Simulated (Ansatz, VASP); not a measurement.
One calculation of Bi, two programs

Contents of INCAR:

```
SYSTEM = Bi
PREC = Accurate
ENCUT = 520
EDIFF = 1E-6
ISMEAR = -1
SIGMA = 0.1
LREAL = .FALSE.
LASPH = .TRUE.
NELM = 80
ALGO = Normal
ISIF = 2
LWAVE = .FALSE.
LCHARG = .TRUE.
GGA = B5
ALDAX = 1.0
AGGAX = 1.0
AGGAC = 1.0
ALDAC = 0.0
LELF = .TRUE.
LVHAR = .TRUE.
NBANDS = 14
```

Contents of KPOINTS:

```
Automatic mesh
0
G
  11 11 11
  0 0 0
```

The input POSCAR:

```
Bi
1.0
    3.2663161100      0.0000000000      0.0000000000
    0.0000000000      3.2663161100      0.0000000000
    0.0000000000      0.0000000000      3.2663161100
Bi
1
Direct
    0.0000000000      0.0000000000      0.0000000000
```

Input for Ansatz:

```yaml
crystal:
  lattice:
    - [3.26631611, 0.0, 0.0]
    - [0.0, 3.26631611, 0.0]
    - [0.0, 0.0, 3.26631611]
  atoms:
    - { symbol: Bi, position: [0.0, 0.0, 0.0] }
hamiltonian:
  xc: blyp
  pseudopotentials:
    kind: paw
    azcp:
      Bi: "pseudopotentials/Bi.paw.azcp"
basis:
  ecutwfc: 420
  fft_grid_basis: typed
kpoints:
  mp_grid: { grid: [11, 11, 11], shift: [0, 0, 0] }
magnetization:
  spin_polarized: false
scf:
  occupations: { method: fermi_dirac, width: 0.1 }
  lower_state_search: "off"
output:
  stress: true
  write_density: true
  write_potential: true
  elf: true
  volumetric_format: npy
```

Alike in both runs: task single point; functional BLYP; k mesh 11 × 11 × 11; occupations fermi-dirac, width 0.1 eV; no spin polarisation.

|  | VASP | Ansatz |
| --- | --- | --- |
| version | VASP 6.6.1 | Ansatz 0.2.0 |
| potentials or method | VASP PAW PBE potentials, release 64 (Bi_d), cutoff 520 eV | plane waves (420 eV) with PAW, scalar-relativistic |
| valence electrons in the cell | 15 | 15 |

|  | VASP | Ansatz | Ansatz less VASP |
| --- | --- | --- | --- |
| pressure (GPa) | 4.0 | 3.9 | -0.18 |

VASP's potentials were made for PBE, not for BLYP.

Neither program's run includes spin-orbit coupling.
